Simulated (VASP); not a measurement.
Runs of VASP 6.6.1 on Ir. The structure is that of space group P6_3/mmc (No. 194), or close to it. The cells are those of the table. 

```csv
task,cell,cutoff (eV),gap on the mesh (eV),pressure (GPa)
single point,"a = 2.735, b = 2.735, c = 4.436 Å, angles 90.0, 90.0, 120.0°, 2 atoms",520,none,5.6
single point,"a = 2.748, b = 2.748, c = 4.456 Å, angles 90.0, 90.0, 120.0°, 2 atoms",520,none,0.5
relaxation of cell and atoms,"relaxed from a = 2.710, b = 2.710, c = 4.425 Å, angles 90.0, 90.0, 120.0°, 2 atoms",600,none,0.2
relaxation of cell and atoms,"relaxed to 5 GPa from a = 2.710, b = 2.710, c = 4.425 Å, angles 90.0, 90.0, 120.0°, 2 atoms",600,none,5.2
relaxation of cell and atoms,"relaxed to 20 GPa from a = 2.710, b = 2.710, c = 4.425 Å, angles 90.0, 90.0, 120.0°, 2 atoms",600,none,20.1
single point,"a = 2.723, b = 2.723, c = 4.418 Å, angles 90.0, 90.0, 120.0°, 2 atoms",520,none,10.6
relaxation of cell and atoms,"relaxed to 10 GPa from a = 2.710, b = 2.710, c = 4.425 Å, angles 90.0, 90.0, 120.0°, 2 atoms",600,none,10.0
single point,"a = 2.701, b = 2.701, c = 4.384 Å, angles 90.0, 90.0, 120.0°, 2 atoms",520,none,(a)
```

Alike in all rows: level PBE; potentials or basis VASP PAW PBE potentials, release 64 (Ir); no spin polarisation; k mesh 9 × 9 × 5; smearing fermi-dirac 0.1 eV.

Q: Fill in the values left out.

A: (a) 20.8.

Caveats: spin-orbit coupling is left out, which moves the levels of the heavy elements; the cell is relaxed towards a set pressure, so the enthalpy falls and the energy may rise (some runs).

A k mesh can miss the band edges, and the runs leave out spin-orbit coupling on Ir.

A gap of «none» marks levels without a gap at the run's occupations.
